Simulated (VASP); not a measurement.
Here is a VASP 6.6.1 calculation.

File INCAR:

```
SYSTEM = HoSiI4
PREC = Accurate
ENCUT = 500
EDIFF = 1E-6
ISMEAR = 0
SIGMA = 0.2
LREAL = .False.
LASPH = .True.
NELM = 200
ALGO = Normal
ISIF = 2
LWAVE = .False.
LCHARG = .True.
GGA = PE
LELF = .True.
LVHAR = .True.
NBANDS = 30
GGA_COMPAT = .False.
LMAXMIX = 6
```

The input KPOINTS:

```
regular mesh
0
Gamma
  3 3 3
  0 0 0
```

The input POSCAR:

```
HoSiI4
1.0
    5.3094992052      0.0000000000      0.0000000000
    0.0000000000      5.3094992052      0.0000000000
    0.0000000000      0.0000000000      7.5518244806
Ho Si I
1 1 4
Direct
    0.5000000000      0.5000000000      0.5000000000
    0.0000000000      0.0000000000      0.0000000000
    0.5000000000      0.0000000000      0.7450401292
    0.0000000000      0.5000000000      0.2549598708
    0.5000000000      0.0000000000      0.2549598708
    0.0000000000      0.5000000000      0.7450401292
```

Potentials or basis: VASP PAW PBE potentials, release 64 (Ho_3, Si, I), 4f in core.

Launch:

```sh
$ cat potpaw_PBE.64/Ho_3/POTCAR potpaw_PBE.64/Si/POTCAR potpaw_PBE.64/I/POTCAR > POTCAR
$ mpirun -np 1 vasp_std > vasp.out
```

Predict the pressure.

-0.1 GPa.

What does it give for the largest force?

0.023 eV/Å.

Stress tensor (GPa, compression positive):
```
-0.16  0.00  0.00
 0.00 -0.16  0.00
 0.00  0.00  0.11
```

Caveat: the k points lie up to 0.39 Å⁻¹ apart, too coarse for converged energies and pressures of a metal; spin-orbit coupling is left out, which moves the levels of the heavy elements; the 4f electrons are frozen in the core, so they carry no moment and show no levels; an odd number of electrons without spin polarisation forces a metal; a magnetic or distorted state may lie lower; the run has no spin polarisation, though such a crystal can be magnetic. Spin polarisation is off, so any magnetic state and its effect on volume and gap are missing.
